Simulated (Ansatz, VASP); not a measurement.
**One calculation of Os, two programs**

INCAR

```
PREC     = Accurate       # precision mode
ENCUT    = 560            # plane-wave cutoff, eV
EDIFF    = 1E-6           # SCF threshold, eV
ISMEAR   = -1             # smearing method
SIGMA    = 0.1            # smearing width, eV
LREAL    = F              # projectors in reciprocal space
LASPH    = T              # aspherical terms in the spheres
NELM     = 120            # most SCF steps
ALGO     = Normal         # electronic algorithm
ISIF     = 2              # what is computed and relaxed
LWAVE    = F              # write WAVECAR
LCHARG   = T              # write CHGCAR
GGA      = B5             # functional
ALDAX    = 1.0          
AGGAX    = 1.0          
AGGAC    = 1.0          
ALDAC    = 0.0          
LELF     = T              # ELF
LVHAR    = T            
NBANDS   = 14             # bands
GGA_COMPAT= F
```

The input KPOINTS:

```
Automatic mesh
0
Gamma
  14 14 14
```

POSCAR

```
Os
1.0
    2.5976447518      0.0000000000      0.0000000000
    0.0000000000      2.5976447518      0.0000000000
    0.0000000000      0.0000000000      2.5976447518
Os
1
Direct
    0.0000000000      0.0000000000      0.0000000000
```

Input for Ansatz:

```yaml
crystal:
  lattice:
    - [2.5976447518, 0.0, 0.0]
    - [0.0, 2.5976447518, 0.0]
    - [0.0, 0.0, 2.5976447518]
  atoms:
    - { symbol: Os, position: [0.0, 0.0, 0.0] }
hamiltonian:
  xc: blyp
  pseudopotentials:
    kind: paw
    azcp:
      Os: "pseudopotentials/Os.paw.azcp"
basis:
  ecutwfc: 420
  fft_grid_basis: typed
kpoints:
  mp_grid: { grid: [14, 14, 14], shift: [0, 0, 0] }
magnetization:
  spin_polarized: false
scf:
  occupations: { method: fermi_dirac, width: 0.1 }
  lower_state_search: "off"
output:
  stress: true
  write_density: true
  write_potential: true
  elf: true
  volumetric_format: npy
```

Alike in both runs: task single point; functional BLYP; k mesh 14 × 14 × 14; occupations fermi-dirac, width 0.1 eV; no spin polarisation.

|  | VASP | Ansatz |
| --- | --- | --- |
| version | VASP 6.6.1 | Ansatz 0.2.0 |
| potentials or method | VASP PAW PBE potentials, release 64 (Os_sv_GW), cutoff 560 eV | plane waves (420 eV) with PAW, scalar-relativistic |
| valence electrons in the cell | 16 | 16 |

Ansatz gave:

- pressure (GPa): 0.4

Q: Which values does VASP return?

A: Pressure (GPa): 0.1.

VASP's potentials were made for PBE, not for BLYP.

Neither program's run includes spin-orbit coupling.
